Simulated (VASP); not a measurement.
# ZnO (Fm-3m) in VASP: settings compared, part 2 of 2

VASP 6.6.1. Earlier steps stand in the parts before.

## Step 3: Single point, HSE06

Input file POSCAR:

```
ZnO
1.0
    0.0000000000      2.1337703828      2.1337703828
    2.1337703828      0.0000000000      2.1337703828
    2.1337703828      2.1337703828      0.0000000000
Zn O
1 1
Direct
    0.0000000000      0.0000000000      0.0000000000
    0.5000000000      0.5000000000      0.5000000000
```

Input file INCAR.step1:

```
PREC     = Accurate       # precision mode
ENCUT    = 520            # plane-wave cutoff, eV
EDIFF    = 1E-5           # SCF threshold, eV
ISMEAR   = 0              # smearing method
SIGMA    = 0.01           # smearing width, eV
LREAL    = False          # projectors in reciprocal space
LASPH    = True           # aspherical terms in the spheres
NELM     = 80             # most SCF steps
ALGO     = Normal         # electronic algorithm
ISIF     = 2              # what is computed and relaxed
LWAVE    = True           # write WAVECAR
LCHARG   = False          # write CHGCAR
GGA      = PE             # functional
NBANDS   = 16             # bands
```

Input file INCAR.step2:

```
PREC     = Accurate       # precision mode
ENCUT    = 520            # plane-wave cutoff, eV
EDIFF    = 1E-6           # SCF threshold, eV
ISMEAR   = 0              # smearing method
SIGMA    = 0.01           # smearing width, eV
LREAL    = False          # projectors in reciprocal space
LASPH    = True           # aspherical terms in the spheres
NELM     = 80             # most SCF steps
ALGO     = Normal         # electronic algorithm
ISIF     = 2              # what is computed and relaxed
LWAVE    = False          # write WAVECAR
LCHARG   = False          # write CHGCAR
GGA      = PE             # functional
LHFCALC  = True           # exact exchange
HFSCREEN = 0.2079         # screening, 1/A
PRECFOCK = Normal       
ISTART   = 1            
NBANDS   = 16             # bands
```

Input file KPOINTS:

```
regular mesh
0
Gamma
  4 4 4
```

Potentials or basis: VASP PAW PBE potentials, release 64 (Zn, O).

Launch:

```bash
$ cat potpaw_PBE.64/Zn/POTCAR potpaw_PBE.64/O/POTCAR > POTCAR
$ cp INCAR.step1 INCAR
$ mpirun -np 1 vasp_std > vasp.out
$ cp INCAR.step2 INCAR
$ mpirun -np 1 vasp_std > vasp.out
```

OUTCAR:

```text
PREC = Accurate
   ENCUT = 520
   EDIFF = 1E-6
   ISMEAR = 0
   LREAL = False
   LASPH = True
   NELM = 80
   ISIF = 2
   GGA = PE
   LHFCALC = True
   HFSCREEN = 0.2079
   PRECFOCK = Normal
   ISTART = 1

 ion  position               nearest neighbor table
   1  0.000  0.000  0.000-   2 2.13   2 2.13   2 2.13   2 2.13   2 2.13   2 2.13
   2  0.500  0.500  0.500-   1 2.13   1 2.13   1 2.13   1 2.13   1 2.13   1 2.13

  LATTYP: Found a face centered cubic cell.
 ALAT       =     4.2675407656

[... 331 lines left out ...]
------------------------ aborting loop because EDIFF is reached ----------------------------------------

  FORCE on cell =-STRESS in cart. coord.  units (eV):
  Direction    XX          YY          ZZ          XY          YZ          ZX
  --------------------------------------------------------------------------------------
  -------------------------------------------------------------------------------------
  Total        0.2875758      0.2875758      0.2875758      0.0000000     -0.0000000      0.0000000
  in kB       23.7131809     23.7131809     23.7131809      0.0000000     -0.0000000      0.0000000
  external PRESSURE =      23.7131809 kB  Pullay stress =       0.0000000 kB

 VOLUME and BASIS-vectors are now :
 -----------------------------------------------------------------------------
  energy-cutoff  :      520.00
  volume of cell :       19.43
      direct lattice vectors                 reciprocal lattice vectors
     0.000000000  2.133770383  2.133770383    -0.234326994  0.234326994  0.234326994
     2.133770383  0.000000000  2.133770383     0.234326994 -0.234326994  0.234326994
     2.133770383  2.133770383  0.000000000     0.234326994  0.234326994 -0.234326994

 POSITION                                       TOTAL-FORCE (eV/Angst)
 -----------------------------------------------------------------------------------
      0.00000      0.00000      0.00000        -0.000000      0.000000     -0.000000
      2.13377      2.13377      2.13377         0.000000     -0.000000      0.000000
 -----------------------------------------------------------------------------------
    total drift:                               -0.000003     -0.000004     -0.000004

  FREE ENERGIE OF THE ION-ELECTRON SYSTEM (eV)
  ---------------------------------------------------
  free  energy   TOTEN  =       -11.0731332506 eV

  energy  without entropy=      -11.0731332506  energy(sigma->0) =      -11.07313325
```

OSZICAR.step1:

```text
N       E                     dE             d eps       ncg     rms          rms(c)
DAV:   1     0.945717573750E+02    0.94572E+02   -0.91864E+03   272   0.174E+03
DAV:   2    -0.539099604687E+01   -0.99963E+02   -0.90816E+02   280   0.296E+02
DAV:   3    -0.100578169934E+02   -0.46668E+01   -0.46559E+01   288   0.647E+01
DAV:   4    -0.100815206051E+02   -0.23704E-01   -0.23703E-01   328   0.471E+00
DAV:   5    -0.100815961339E+02   -0.75529E-04   -0.75529E-04   296   0.230E-01    0.954E+00
DAV:   6    -0.857195212990E+01    0.15096E+01   -0.26565E+00   328   0.480E+01    0.647E+00
DAV:   7    -0.858605944176E+01   -0.14107E-01   -0.61899E-01   288   0.109E+01    0.362E+00
DAV:   8    -0.857270062194E+01    0.13359E-01   -0.60953E-02   272   0.228E+00    0.651E-01
DAV:   9    -0.856936797506E+01    0.33326E-02   -0.65490E-03   352   0.166E+00    0.765E-02
DAV:  10    -0.856948351192E+01   -0.11554E-03   -0.95377E-04   288   0.254E-01    0.359E-02
DAV:  11    -0.856951173820E+01   -0.28226E-04   -0.24098E-05   272   0.648E-02    0.590E-03
DAV:  12    -0.856951197627E+01   -0.23807E-06   -0.96082E-07   136   0.197E-02
   1 F= -.85695120E+01 E0= -.85695120E+01  d E =-.176841-100
```

Wall time 3 min (1 thread of Intel Xeon Platinum 8488C (Sapphire Rapids), shared host); peak memory 0.24 GiB.

What came out:

```yaml
Free_energy: -11.0731 eV
Pressure: 2.4 GPa
Band_gap_on_the_k_mesh: 2.70 eV, indirect (least direct gap 3.94 eV)
```

Caveat: the k points lie up to 0.64 Å⁻¹ apart; the PAW data sets were made with another functional, which shifts forces and pressure a little.

## Step 4: Single point, PBE-based screened hybrid

POSCAR is that of step 3.

Input file INCAR.step1:

```
PREC = Accurate
ENCUT = 520
EDIFF = 1E-5
ISMEAR = 0
SIGMA = 0.01
LREAL = F
LASPH = T
NELM = 60
ALGO = Normal
ISIF = 2
LWAVE = T
LCHARG = F
GGA = PE
NBANDS = 16
```

Input file INCAR.step2:

```
PREC = Accurate
ENCUT = 520
EDIFF = 1E-6
ISMEAR = 0
SIGMA = 0.01
LREAL = F
LASPH = T
NELM = 60
ALGO = Normal
ISIF = 2
LWAVE = F
LCHARG = F
GGA = PE
LHFCALC = T
AEXX = 0.05
HFSCREEN = 0.3
PRECFOCK = Normal
ISTART = 1
NBANDS = 16
```

Input file KPOINTS:

```
Automatic mesh
0
Gamma
  4 4 4
```

Launch:

```bash
$ cat potpaw_PBE.64/Zn/POTCAR potpaw_PBE.64/O/POTCAR > POTCAR
$ cp INCAR.step1 INCAR
$ mpirun -np 1 vasp_std > vasp.out
$ cp INCAR.step2 INCAR
$ mpirun -np 1 vasp_std > vasp.out
```

Wall time 2.4 min (1 thread of Intel Xeon Platinum 8488C (Sapphire Rapids), shared host); peak memory 0.24 GiB.

It converged, with:

* Free energy: -9.0014 eV
* Pressure: 7.7 GPa
* Band gap on the k mesh: 1.20 eV, indirect (least direct gap 2.56 eV)

Levels at points of the mesh, in eV from the valence-band top:
```tsv
k point	band 7	band 8	band 9	band 10	band 11	band 12
(0.00, 0.00, 0.00)	-1.36	-1.36	-1.36	1.20	18.36	18.36
(0.50, 0.00, 0.00)	-3.78	0.00	0.00	5.73	9.59	13.21
(0.50, 0.50, 0.00)	-4.25	-2.84	-2.84	4.59	11.13	11.56
```

Caveat: the k points lie up to 0.64 Å⁻¹ apart; the PAW data sets were made with another functional, which shifts forces and pressure a little. A k mesh can miss the band edges.

## Step 5: Single point, PBE-based screened hybrid

POSCAR is that of step 4.

Input file INCAR.step1:

```
SYSTEM = ZnO
PREC = Accurate ; ENCUT = 520
EDIFF = 1E-5 ; ISMEAR = 0
SIGMA = 0.01 ; LREAL = .False.
LASPH = .True. ; NELM = 60
ALGO = Normal ; ISIF = 2
LWAVE = .True. ; LCHARG = .False.
GGA = PE ; NBANDS = 16
```

Input file INCAR.step2:

```
SYSTEM = ZnO
PREC = Accurate ; ENCUT = 520
EDIFF = 1E-7 ; ISMEAR = 0
SIGMA = 0.01 ; LREAL = .False.
LASPH = .True. ; NELM = 60
ALGO = Normal ; ISIF = 2
LWAVE = .False. ; LCHARG = .False.
GGA = PE ; LHFCALC = .True.
AEXX = 0.1 ; HFSCREEN = 0.1
PRECFOCK = Normal ; ISTART = 1
NBANDS = 16
```

Input file KPOINTS:

```
Automatic mesh
0
Gamma
  4 4 4
  0 0 0
```

Launch:

```bash
$ cat potpaw_PBE.64/Zn/POTCAR potpaw_PBE.64/O/POTCAR > POTCAR
$ cp INCAR.step1 INCAR
$ mpirun -np 1 vasp_std > vasp.out
$ cp INCAR.step2 INCAR
$ mpirun -np 1 vasp_std > vasp.out
```

It took 3.4 min on 1 thread of Intel Xeon Platinum 8488C (Sapphire Rapids), shared host; peak memory 0.24 GiB.

The run converged. Its results:

- Free energy: -9.6806 eV
- Pressure: 6.1 GPa
- Band gap on the k mesh: 1.76 eV, indirect (least direct gap 3.08 eV)

Levels at points of the mesh, in eV from the valence-band top:
| k point | band 7 | band 8 | band 9 | band 10 | band 11 | band 12 |
| --- | --- | --- | --- | --- | --- | --- |
| (0.00, 0.00, 0.00) | -1.33 | -1.33 | -1.33 | 1.76 | 18.99 | 18.99 |
| (0.50, 0.00, 0.00) | -3.93 | 0.00 | 0.00 | 6.30 | 10.33 | 13.87 |
| (0.50, 0.50, 0.00) | -4.48 | -2.83 | -2.83 | 5.23 | 11.83 | 12.11 |

Caveat: the k points lie up to 0.64 Å⁻¹ apart; the PAW data sets were made with another functional, which shifts forces and pressure a little. A k mesh can miss the band edges.

## Step 6: Single point, HSE06

POSCAR is that of step 5.

Input file INCAR.step1:

```
PREC = Accurate
ENCUT = 520
EDIFF = 1E-5
ISMEAR = 0
SIGMA = 0.001
LREAL = False
LASPH = True
NELM = 80
ALGO = Normal
ISIF = 2
LWAVE = True
LCHARG = False
NBANDS = 16
GGA = PE
```

Input file INCAR.step2:

```
PREC = Accurate
ENCUT = 520
EDIFF = 1E-7
ISMEAR = 0
SIGMA = 0.001
LREAL = False
LASPH = True
NELM = 80
ALGO = Normal
ISIF = 2
LWAVE = False
LCHARG = False
GGA = PE
LHFCALC = True
HFSCREEN = 0.2079
PRECFOCK = Normal
NBANDS = 16
ISTART = 1
```

Input file KPOINTS:

```
Automatic mesh
0
Gamma
  4 4 4
```

Potentials or basis: VASP PAW PBE potentials, release 64 (Zn, O).

Launch:

```bash
$ cat potpaw_PBE.64/Zn/POTCAR potpaw_PBE.64/O/POTCAR > POTCAR
$ cp INCAR.step1 INCAR
$ mpirun -np 1 vasp_std > vasp.out
$ cp INCAR.step2 INCAR
$ mpirun -np 1 vasp_std > vasp.out
```

Wall time 4.2 min (1 thread of Intel Xeon Platinum 8488C (Sapphire Rapids), shared host); peak memory 0.24 GiB.

Results (log left out):

```
Free energy            : -11.0731 eV
Pressure               : 2.4 GPa
Band gap on the k mesh : 2.70 eV, indirect (least direct gap 3.94 eV)
```

Levels at points of the mesh, in eV from the valence-band top:
```
           k point  band 5  band 6  band 7  band 8  band 9  band 10  band 11  band 12  band 13  band 14
(0.00, 0.00, 0.00)   -5.86   -5.86   -1.24   -1.24   -1.24     2.70    20.06    20.06    20.06    20.25
(0.50, 0.00, 0.00)   -5.57   -5.57   -4.32    0.00    0.00     7.25    11.67    15.04    15.04    21.66
(0.50, 0.50, 0.00)   -5.45   -5.45   -5.17   -2.81   -2.81     6.36    13.01    13.08    18.10    18.10
```

Caveat: the k points lie up to 0.64 Å⁻¹ apart; the PAW data sets were made with another functional, which shifts forces and pressure a little. A k mesh can miss the band edges.

## Step 7: Summary

| level | k mesh | smearing | grid for exact exchange (PRECFOCK) | screening parameter | share of exact exchange | gap on the mesh (eV) | pressure (GPa) |
| --- | --- | --- | --- | --- | --- | --- | --- |
| PBE+D3(BJ) | 8 × 8 × 8 | gaussian 0.01 eV | - | - | - | 0.92 | 4.5 |
| HSE06 | 4 × 4 × 4 | gaussian 0.01 eV | Normal | 0.2079 1/Å | - | 2.70 | 2.4 |
| PBE-based screened hybrid | 4 × 4 × 4 | gaussian 0.01 eV | Normal | 0.3 1/Å | 0.05 | 1.20 | 7.7 |
| PBE-based screened hybrid | 4 × 4 × 4 | gaussian 0.01 eV | Normal | 0.1 1/Å | 0.1 | 1.76 | 6.1 |
| HSE06 | 4 × 4 × 4 | gaussian 0.001 eV | Normal | 0.2079 1/Å | - | 2.70 | 2.4 |

Alike in all rows: task single point; potentials or basis VASP PAW PBE potentials, release 64 (Zn, O); no spin polarisation; cell as given; cutoff (eV) 520.

Caveats: some runs use coarse meshes; the PAW data sets were made with another functional, which shifts forces and pressure a little (some runs).

Total energies depend on the potentials used, so only differences within one code and one set of settings carry meaning.
